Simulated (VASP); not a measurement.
# Ca (I4/mmm) in VASP: notebook, part 2 of 2

VASP 6.6.1.

### 4 Single point, r2SCAN

Contents of POSCAR:

```
Ca
1.0
   -2.3031315389      2.3031315389      2.1188810157
    2.3031315389     -2.3031315389      2.1188810157
    2.3031315389      2.3031315389     -2.1188810157
Ca
1
Direct
    0.0000000000      0.0000000000      0.0000000000
```

Contents of INCAR.step1:

```
ALGO = Normal
EDIFF = 1E-4
ENCUT = 520
GGA = PE
ISMEAR = 0
LASPH = T
LCHARG = F
LREAL = F
LWAVE = T
NBANDS = 11
NELM = 60
PREC = Accurate
SIGMA = 0.15
```

Contents of INCAR.step2:

```
ALGO = Normal
EDIFF = 1E-6
ENCUT = 520
ISIF = 2
ISMEAR = 0
ISTART = 1
LASPH = T
LCHARG = F
LMIXTAU = T
LREAL = F
LWAVE = F
METAGGA = R2SCAN
NBANDS = 11
NELM = 60
PREC = Accurate
SIGMA = 0.15
```

Contents of KPOINTS:

```
k-points
0
Gamma
  16 16 16
```

Potentials or basis: VASP PAW PBE potentials, release 64 (Ca_sv).

The run is started by

```bash
$ cat potpaw_PBE.64/Ca_sv/POTCAR > POTCAR
$ cp INCAR.step1 INCAR
$ mpirun -np 1 vasp_std > vasp.out
$ cp INCAR.step2 INCAR
$ mpirun -np 1 vasp_std > vasp.out
```

OUTCAR:

```text
EDIFF = 1E-6
   ENCUT = 520
   ISIF = 2
   ISMEAR = 0
   ISTART = 1
   LASPH = T
   LREAL = F
   METAGGA = R2SCAN
   NELM = 60
   PREC = Accurate

 ion  position               nearest neighbor table
   1  0.000  0.000  0.000-

  LATTYP: Found a body centered tetragonal cell.
 ALAT       =     4.6062630778
 C/A-ratio  =     0.9200000000

  Lattice vectors:

 A1 = (  -2.3031315389,   2.3031315389,   2.1188810157)
 A2 = (   2.3031315389,  -2.3031315389,   2.1188810157)
 A3 = (   2.3031315389,   2.3031315389,  -2.1188810157)

Analysis of symmetry for initial positions (statically):
=====================================================================
 Subroutine PRICEL returns:
 Original cell was already a primitive cell.

 Routine SETGRP: Setting up the symmetry group for a
 body centered tetragonal supercell.

 Subroutine GETGRP returns: Found 16 space group operations
 (whereof 16 operations were pure point group operations)
 out of a pool of 16 trial point group operations.

The static configuration has the point symmetry D_4h.

Analysis of symmetry for dynamics (positions and initial velocities):
[... 162 lines left out ...]
 fundamental gap:      0.0083626620
 Fermi energy:         1.8016750825

 k-point     1 :       0.0000    0.0000    0.0000
  band No.  band energies     occupation
      1     -42.1869      2.00000
      2     -22.2251      2.00000
      3     -22.2170      2.00000
      4     -22.2169      2.00000
      5      -2.4154      2.00000
      6       4.1240      0.00000
      7       4.5242      0.00000
      8       4.5242      0.00000
      9       5.1346      0.00000
     10       5.6140      0.00000
     11      11.9218      0.00000
[... 309 lines left out ...]
 k-point    24 :      -0.0625    0.0625    0.0000
  band No.  band energies     occupation
      1     -42.1865      2.00000
      2     -22.2263      2.00000
      3     -22.2215      2.00000
      4     -22.2168      2.00000
      5      -2.3481      2.00000
      6       4.1018      0.00000
      7       4.4885      0.00000
      8       4.5737      0.00000
      9       5.0806      0.00000
     10       5.6042      0.00000
     11      11.7661      0.00000

 [... further k-points ...]
[... 5 lines left out ...]
  --------------------------------------------------------------------------------------
  -------------------------------------------------------------------------------------
  Total       -0.2055747     -0.2055747     -0.1043708      0.0000000     -0.0000000      0.0000000
  in kB       -7.3261581     -7.3261581     -3.7195073      0.0000000     -0.0000000      0.0000000
  external PRESSURE =      -6.1239412 kB  Pullay stress =       0.0000000 kB

 VOLUME and BASIS-vectors are now :
 -----------------------------------------------------------------------------
  energy-cutoff  :      520.00
  volume of cell :       44.96
      direct lattice vectors                 reciprocal lattice vectors
    -2.303131539  2.303131539  2.118881016     0.000000000  0.217095720  0.235973609
     2.303131539 -2.303131539  2.118881016     0.217095720  0.000000000  0.235973609
     2.303131539  2.303131539 -2.118881016     0.217095720  0.217095720  0.000000000

 POSITION                                       TOTAL-FORCE (eV/Angst)
 -----------------------------------------------------------------------------------
      0.00000      0.00000      0.00000         0.000000      0.000000     -0.000000
 -----------------------------------------------------------------------------------
    total drift:                               -0.000000     -0.000000      0.000000

  FREE ENERGIE OF THE ION-ELECTRON SYSTEM (eV)
  ---------------------------------------------------
  free  energy   TOTEN  =        -7.0202372644 eV

  energy  without entropy=       -7.0057461186  energy(sigma->0) =       -7.01299169
```

OUTCAR.step1:

```text
EDIFF = 1E-4
   ENCUT = 520
   GGA = PE
   ISMEAR = 0
   LASPH = T
[... 553 lines left out ...]

 POSITION                                       TOTAL-FORCE (eV/Angst)
 -----------------------------------------------------------------------------------
      0.00000      0.00000      0.00000         0.000000      0.000000      0.000000
 -----------------------------------------------------------------------------------
    total drift:                               -0.000000     -0.000000      0.000000

  FREE ENERGIE OF THE ION-ELECTRON SYSTEM (eV)
  ---------------------------------------------------
  free  energy   TOTEN  =        -1.9131831753 eV

  energy  without entropy=       -1.8971995430  energy(sigma->0) =       -1.90519136
```

OSZICAR.step1:

```text
N       E                     dE             d eps       ncg     rms          rms(c)
DAV:   1     0.660204880946E+02    0.66020E+02   -0.49679E+03  7678   0.814E+02
DAV:   2    -0.298111445583E+00   -0.66319E+02   -0.65727E+02  8401   0.208E+02
DAV:   3    -0.183831581318E+01   -0.15402E+01   -0.15196E+01 11451   0.305E+01
DAV:   4    -0.191716249116E+01   -0.78847E-01   -0.78460E-01 10101   0.535E+00
DAV:   5    -0.191832768162E+01   -0.11652E-02   -0.11650E-02 10848   0.608E-01    0.225E+00
DAV:   6    -0.191379266997E+01    0.45350E-02   -0.10795E-02  9401   0.112E+00    0.137E+00
DAV:   7    -0.191357210936E+01    0.22056E-03   -0.17232E-02  8478   0.151E+00    0.996E-02
DAV:   8    -0.191316420133E+01    0.40791E-03   -0.18079E-03  8968   0.411E-01    0.205E-02
DAV:   9    -0.191318317528E+01   -0.18974E-04   -0.94111E-05  8398   0.801E-02
   1 F= -.19131832E+01 E0= -.19051914E+01  d E =-.159836E-01
```

It took 5.3 min on 1 thread of Intel Xeon 6975P-C (Granite Rapids), shared host; peak memory 0.31 GiB.

Results:

```
Free energy            : -7.0202 eV
Pressure               : -0.6 GPa
Band gap on the k mesh : zero (bands 5 and 6 overlap by 0.73 eV)
```

Stress tensor (GPa, compression positive):
```
-0.73  0.00  0.00
 0.00 -0.73  0.00
 0.00  0.00 -0.37
```

Caveat: the PAW data sets were made with another functional, which shifts forces and pressure a little.

### 5 Overview

```csv
cell,gap on the mesh (eV),pressure (GPa)
"a = 3.930 Å, angles 103.5, 103.5, 122.2°, 1 atom",none,-0.5
"a = 3.943 Å, angles 117.3, 117.3, 94.8°, 1 atom",none,-0.7
"a = 3.886 Å, angles 107.3, 107.3, 113.9°, 1 atom",none,-0.6
```

Alike in all rows: task single point; level r2SCAN; potentials or basis VASP PAW PBE potentials, release 64 (Ca_sv); no spin polarisation; k mesh 16 × 16 × 16; cutoff (eV) 520; smearing gaussian 0.15 eV.

Caveats: the PAW data sets were made with another functional, which shifts forces and pressure a little.

Absolute energies hang on the potentials; compare differences alone.
